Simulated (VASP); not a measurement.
# HfSn3S8 (P-3m1) in VASP: single point with PBE

Aim: the single point of HfSn3S8 with PBE.

Everything below comes from runs of VASP 6.6.1. Logs are shortened: lines on timing, memory, paths and dates and some standing lists are left out, and cuts for length are marked.

### Step 1. The cell of the first run

Symmetry: P-3m1, No. 164, trigonal system. The conventional cell has a = 7.398 Å, b = 7.398 Å, c = 6.817 Å, α = 90.00°, β = 90.00°, γ = 120.00°. Within 3.4 Å of Hf (site symmetry -3m) lie 6 S at 2.58 Å. Within 3.4 Å of Sn (site symmetry 2/m) lie 6 S at 2.59 to 2.60 Å. Within 3.4 Å of S (site symmetry m) lie 1 Hf at 2.58 Å and 2 Sn at 2.60 Å. S (site symmetry 3m) has 3 Sn at 2.59 Å within 3.4 Å.

### Step 2. Single point, PBE

Input file INCAR:

```
SYSTEM = HfSn3S8
PREC = Accurate
ENCUT = 520
EDIFF = 1E-7
ISMEAR = 0
SIGMA = 0.02
LREAL = .FALSE.
LASPH = .TRUE.
NELM = 80
ALGO = Normal
ISIF = 2
LWAVE = .FALSE.
LCHARG = .FALSE.
GGA = PE
NBANDS = 62
```

Input file KPOINTS:

```
regular mesh
0
G
  6 6 4
  0 0 0
```

Input file POSCAR:

```
HfSn3S8
1.0
    7.3978110740     -0.0000000289      0.0000000000
   -3.6989055120      6.4066923369      0.0000000000
    0.0000000000      0.0000000000      6.8166630000
Hf Sn S
1 3 8
Direct
    0.0000000000      0.0000000000      0.0000000000
    0.5000000000      0.5000000000      0.0000000000
    0.5000000000      0.0000000000      0.0000000000
    0.0000000000      0.5000000000      0.0000000000
    0.6693210000      0.8346605000      0.2165610000
    0.6666666667      0.3333333333      0.2148820000
    0.1653395000      0.8346605000      0.2165610000
    0.1653395000      0.3306790000      0.2165610000
    0.8346605000      0.6693210000      0.7834390000
    0.8346605000      0.1653395000      0.7834390000
    0.3333333333      0.6666666667      0.7851180000
    0.3306790000      0.1653395000      0.7834390000
```

Potentials or basis: VASP PAW PBE potentials, release 64 (Hf_pv, Sn_d, S).

Run with:

```
cat potpaw_PBE.64/Hf_pv/POTCAR potpaw_PBE.64/Sn_d/POTCAR potpaw_PBE.64/S/POTCAR > POTCAR
mpirun -np 1 vasp_std > vasp.out
```

OUTCAR:

```text
SYSTEM = HfSn3S8
   PREC = Accurate
   ENCUT = 520
   EDIFF = 1E-7
   ISMEAR = 0
   LREAL = .FALSE.
   LASPH = .TRUE.
   NELM = 80
   ISIF = 2
   GGA = PE

 ion  position               nearest neighbor table
   1  0.000  0.000  0.000-   8 2.58   9 2.58   5 2.58  12 2.58  10 2.58   7 2.58   2 3.70   2 3.70
                             4 3.70   4 3.70   3 3.70   3 3.70
   2  0.500  0.500  0.000-   6 2.59  11 2.59   5 2.60  12 2.60   8 2.60   9 2.60   1 3.70   1 3.70
                             3 3.70   3 3.70   4 3.70   4 3.70
   3  0.500  0.000  0.000-   6 2.59  11 2.59  10 2.60   7 2.60   5 2.60  12 2.60   4 3.70   4 3.70
                             2 3.70   2 3.70   1 3.70   1 3.70
   4  0.000  0.500  0.000-   6 2.59  11 2.59  10 2.60   7 2.60   8 2.60   9 2.60   3 3.70   3 3.70
                             1 3.70   1 3.70   2 3.70   2 3.70
   5  0.669  0.835  0.217-   1 2.58   2 2.60   3 2.60
   6  0.667  0.333  0.215-   3 2.59   4 2.59   2 2.59
   7  0.165  0.835  0.217-   1 2.58   4 2.60   3 2.60
   8  0.165  0.331  0.217-   1 2.58   2 2.60   4 2.60
   9  0.835  0.669  0.783-   1 2.58   2 2.60   4 2.60
  10  0.835  0.165  0.783-   1 2.58   4 2.60   3 2.60
  11  0.333  0.667  0.785-   3 2.59   4 2.59   2 2.59
  12  0.331  0.165  0.783-   1 2.58   2 2.60   3 2.60

  LATTYP: Found a hexagonal cell.
 ALAT       =     7.3978110740
 C/A-ratio  =     0.9214432393

  Lattice vectors:

 A1 = (   7.3978110740,  -0.0000000289,   0.0000000000)
 A2 = (  -3.6989055120,   6.4066923369,   0.0000000000)
 A3 = (   0.0000000000,   0.0000000000,   6.8166630000)

Analysis of symmetry for initial positions (statically):
=====================================================================
 Subroutine PRICEL returns:
 Original cell was already a primitive cell.

 Routine SETGRP: Setting up the symmetry group for a
 hexagonal supercell.

 Subroutine GETGRP returns: Found 12 space group operations
 (whereof 12 operations were pure point group operations)
 out of a pool of 24 trial point group operations.

The static configuration has the point symmetry D_3d.

Analysis of symmetry for dynamics (positions and initial velocities):
=====================================================================
 Subroutine PRICEL returns:
 Original cell was already a primitive cell.

 Routine SETGRP: Setting up the symmetry group for a
 hexagonal supercell.

 Subroutine GETGRP returns: Found 12 space group operations
 (whereof 12 operations were pure point group operations)
 out of a pool of 24 trial point group operations.

The dynamic configuration has the point symmetry D_3d.

 Subroutine INISYM returns: Found 12 space group operations
 (whereof 12 operations are pure point group operations),
 and found     1 'primitive' translations

----------------------------------------------------------------------------------------

                                     Primitive cell

  volume of cell :     323.0791

  direct lattice vectors                    reciprocal lattice vectors
     7.397811074 -0.000000029  0.000000000     0.135175120  0.078043391  0.000000000
    -3.698905512  6.406692337  0.000000000     0.000000001  0.156086784  0.000000000
     0.000000000  0.000000000  6.816663000     0.000000000  0.000000000  0.146699345

  length of vectors
     7.397811074  7.397811074  6.816663000     0.156086784  0.156086784  0.146699345

  position of ions in fractional coordinates (direct lattice)
     0.000000000  0.000000000  0.000000000
     0.500000000  0.500000000  0.000000000
     0.500000000  0.000000000  0.000000000
     0.000000000  0.500000000  0.000000000
     0.669321000  0.834660500  0.216561000
     0.666666667  0.333333333  0.214882000
     0.165339500  0.834660500  0.216561000
     0.165339500  0.330679000  0.216561000
     0.834660500  0.669321000  0.783439000
     0.834660500  0.165339500  0.783439000
     0.333333333  0.666666667  0.785118000
     0.330679000  0.165339500  0.783439000

  ion indices of the primitive-cell ions
   primitive index   ion index
                 1           1
                 2           2
                 3           3
                 4           4
                 5           5
                 6           6
                 7           7
                 8           8
                 9           9
                10          10
                11          11
                12          12

----------------------------------------------------------------------------------------

 KPOINTS: regular mesh

Automatic generation of k-mesh.
 Grid dimensions read from file:
 generate k-points for:    6    6    4

 Generating k-lattice:

  Cartesian coordinates                     Fractional coordinates (reciprocal lattice)
     0.022529187  0.013007232  0.000000000     0.166666667  0.000000000  0.000000000
     0.000000000  0.026014464  0.000000000     0.000000000  0.166666667  0.000000000
     0.000000000  0.000000000  0.036674836     0.000000000  0.000000000  0.250000000

  Length of vectors
     0.026014464  0.026014464  0.036674836

  Shift w.r.t. Gamma in fractional coordinates (k-lattice)
     0.000000000  0.000000000  0.000000000

 Subroutine IBZKPT returns following result:
 ===========================================

 Found     24 irreducible k-points:

 Following reciprocal coordinates:
            Coordinates               Weight
  0.000000  0.000000  0.000000      1.000000
  0.166667  0.000000  0.000000      6.000000
  0.333333  0.000000  0.000000      6.000000
  0.500000  0.000000  0.000000      3.000000
  0.166667  0.166667  0.000000      6.000000
  0.333333  0.166667  0.000000     12.000000
[... 16 lines left out ...]
  0.333333  0.166667  0.500000     12.000000
  0.333333  0.333333  0.500000      2.000000
   k-points           NKPTS =     24   k-points in BZ     NKDIM =     24   number of bands    NBANDS=     62
   number of dos      NEDOS =    301   number of ions     NIONS =     12
   total plane-waves  NPLWV = 169344
   dimension x,y,z NGX =    56 NGY =   56 NGZ =   54
   dimension x,y,z NGXF=   112 NGYF=  112 NGZF=  108
   ions per type =               1   3   8
   NGX,Y,Z   is equivalent  to a cutoff of  12.58, 12.58, 13.17 a.u.
   NGXF,Y,Z  is equivalent  to a cutoff of  25.17, 25.17, 26.34 a.u.
 SYSTEM =  HfSn3S8
   PREC   = accura    normal or accurate (medium, high low for compatibility)
   ISTART =      0    job   : 0-new  1-cont  2-samecut
   ICHARG =      2    charge: 1-file 2-atom 10-const
   ISPIN  =      1    spin polarized calculation?
   LNONCOLLINEAR =      F non collinear calculations
   LSORBIT =      F    spin-orbit coupling
   LASPH  =      T    aspherical Exc in radial PAW
   ENCUT  =  520.0 eV  38.22 Ry    6.18 a.u.  13.76 13.76 12.67*2*pi/ulx,y,z
   NELM   =     80;   NELMIN=  2; NELMDL= -5     # of ELM steps
   EDIFF  = 0.1E-06   stopping-criterion for ELM
   LREAL  =      F    real-space projection
   EDIFFG = 0.1E-05   stopping-criterion for IOM
   NSW    =      0    number of steps for IOM
   IBRION =     -1    ionic relax: 0-MD 1-quasi-New 2-CG
   NFREE  =      0    steps in history (QN), initial steepest desc. (CG)
   ISIF   =      2    stress and relaxation
   ISYM   =      2    0-nonsym 1-usesym 2-fastsym
   POTIM  = 0.5000    time-step for ionic-motion
   TEBEG  =    0.0;   TEEND  =   0.0 temperature during run
   PSTRESS=    0.0 pullay stress
   NELECT =     100.0000    total number of electrons
   NUPDOWN=      -1.0000    fix difference up-down
   EMIN   =  10.00;   EMAX   =-10.00  energy-range for DOS
   EFERMI =   0.00;   METHOD = LEGACY
   ISMEAR =     0;   SIGMA  =   0.02  broadening in eV -4-tet -1-fermi 0-gaus
   EFERMI_NEDOS =   21; number of points for ismear=-14 and -15
   IALGO  =     38    algorithm
   IMIX   =      4    mixing-type and parameters
     AMIX     =   0.40;   BMIX     =  1.00
     AMIX_MAG =   1.60;   BMIX_MAG =  1.00
  volume/ion in A,a.u.               =      26.92       181.69
  Fermi-wavevector in a.u.,A,eV,Ry     =   1.107402  2.092686 16.685349  1.226339
  Thomas-Fermi vector in A             =   2.243915
   LORBIT       =      0    0 simple, 1 ext, 2 COOP (PROOUT), +10 PAW based schemes
   GGA     = PE    functional components
   LHFCALC =     F    Hartree Fock is set to
   AEXX    =    0.0000 exact exchange contribution
   IVDW    =     0    specifies the selected vdW correction
   LEPSILON=     F    determine dielectric tensor
   LRPA    =     F    only Hartree local field effects (RPA)
 non-spin polarized calculation
 Gauss-broadening in eV      SIGMA  =   0.02
  energy-cutoff  :      520.00
  volume of cell :      323.08
 maximum number of plane-waves:      8719
 NGX is ok and might be reduce to    56
   NGX = 27   NGY = 27   NGZ = 25

 number of electron     100.0000014 magnetization

 Free energy of the ion-electron system (eV)
  ---------------------------------------------------
  ext. energy  EPLUGINS =         0.00000000
  ---------------------------------------------------
  free energy    TOTEN  =       -62.03102763 eV

  energy without entropy =      -62.03102763  energy(sigma->0) =      -62.03102763

 E-fermi :   2.5429     XC(G=0):  -8.5903

 val. band max:        2.3847540540   @ k =   0.3333   0.3333   0.0000
 cond. band min:       3.2799810055   @ k =   0.0000   0.0000   0.0000
 fundamental gap:      0.8952269514
 Fermi energy:         2.5428672377

 k-point     1 :       0.0000    0.0000    0.0000
  band No.  band energies     occupation
      1     -28.0989      2.00000
      2     -28.0989      2.00000
      3     -28.0644      2.00000
      4     -18.5660      2.00000
      5     -18.5227      2.00000
      6     -18.5227      2.00000
[... 54 lines left out ...]
     61       8.1063      0.00000
     62       8.1159      0.00000

 k-point     2 :       0.1667    0.0000    0.0000
  band No.  band energies     occupation
      1     -28.0989      2.00000
      2     -28.0989      2.00000
      3     -28.0644      2.00000
      4     -18.5608      2.00000
      5     -18.5219      2.00000
      6     -18.5180      2.00000
[... 1429 lines left out ...]
      6     -18.5166      2.00000
[... 54 lines left out ...]
     61       8.0354      0.00000
     62       8.3651      0.00000

------------------------ aborting loop because EDIFF is reached ----------------------------------------

  FORCE on cell =-STRESS in cart. coord.  units (eV):
  Direction    XX          YY          ZZ          XY          YZ          ZX
  --------------------------------------------------------------------------------------
  -------------------------------------------------------------------------------------
  Total       -0.4750960     -0.4750960     -0.2345484      0.0000000      0.0000000      0.0000000
  in kB       -2.3560421     -2.3560421     -1.1631455      0.0000000      0.0000000      0.0000000
  external PRESSURE =      -1.9584099 kB  Pullay stress =       0.0000000 kB

 VOLUME and BASIS-vectors are now :
 -----------------------------------------------------------------------------
  energy-cutoff  :      520.00
  volume of cell :      323.08
      direct lattice vectors                 reciprocal lattice vectors
     7.397811074 -0.000000029  0.000000000     0.135175120  0.078043391  0.000000000
    -3.698905512  6.406692337  0.000000000     0.000000001  0.156086784  0.000000000
     0.000000000  0.000000000  6.816663000     0.000000000  0.000000000  0.146699345

 POSITION                                       TOTAL-FORCE (eV/Angst)
 -----------------------------------------------------------------------------------
      0.00000      0.00000      0.00000        -0.000000      0.000000      0.000000
      1.84945      3.20335      0.00000        -0.000000      0.000000      0.000000
      3.69891     -0.00000      0.00000        -0.000000      0.000000      0.000000
     -1.84945      3.20335      0.00000        -0.000000      0.000000      0.000000
      1.86418      5.34741      1.47622         0.026785      0.015464     -0.024280
      3.69891      2.13556      1.46478        -0.000000      0.000000     -0.009514
     -1.86418      5.34741      1.47622        -0.026785      0.015464     -0.024280
      0.00000      2.11856      1.47622        -0.000000     -0.030929     -0.024280
      3.69891      4.28813      5.34044         0.000000      0.030929      0.024280
      5.56309      1.05928      5.34044         0.026785     -0.015464      0.024280
      0.00000      4.27113      5.35188        -0.000000      0.000000      0.009514
      1.83473      1.05928      5.34044        -0.026785     -0.015464      0.024280
 -----------------------------------------------------------------------------------
    total drift:                               -0.000000      0.000000      0.000000

  FREE ENERGIE OF THE ION-ELECTRON SYSTEM (eV)
  ---------------------------------------------------
  free  energy   TOTEN  =       -62.0310276258 eV

  energy  without entropy=      -62.0310276258  energy(sigma->0) =      -62.03102763
```

Wall time 14 min (1 thread of AMD EPYC 7R43 (Zen 3), shared host); peak memory 0.63 GiB.

Results:

```yaml
Free_energy: -62.0310 eV
Pressure: -0.2 GPa
Largest_force: 0.039 eV/Å
Band_gap_on_the_k_mesh: 0.90 eV (least direct gap 0.97 eV)
```

Forces in eV/Å, atoms in the order of the input:
```
Hf   0.000  0.000  0.000
Sn   0.000  0.000  0.000
Sn   0.000  0.000  0.000
Sn   0.000  0.000  0.000
S    0.027  0.015 -0.024
S    0.000  0.000 -0.010
S   -0.027  0.015 -0.024
S    0.000 -0.031 -0.024
S    0.000  0.031  0.024
S    0.027 -0.015  0.024
S    0.000  0.000  0.010
S   -0.027 -0.015  0.024
```

Stress tensor (GPa, compression positive):
```
-0.24  0.00  0.00
 0.00 -0.24  0.00
 0.00  0.00 -0.12
```

Levels at points of the mesh, in eV from the valence-band top:
```csv
k point,band 47,band 48,band 49,band 50,band 51,band 52,band 53,band 54
"(0.00, 0.00, 0.00)",-0.25,-0.19,-0.08,-0.08,0.90,0.90,1.58,3.23
"(0.50, 0.00, 0.00)",-0.41,-0.18,-0.08,-0.05,1.66,2.56,2.62,3.23
"(0.00, 0.00, 0.50)",-0.26,-0.25,-0.07,-0.07,0.92,0.92,1.68,3.48
"(0.50, 0.00, 0.50)",-0.50,-0.29,-0.19,-0.11,1.67,2.58,2.68,3.24
```

Caveat: spin-orbit coupling is left out, which moves the levels of the heavy elements; this functional lacks dispersion, which binds layers or chains, so the pressure and a relaxed spacing across them are unreliable.
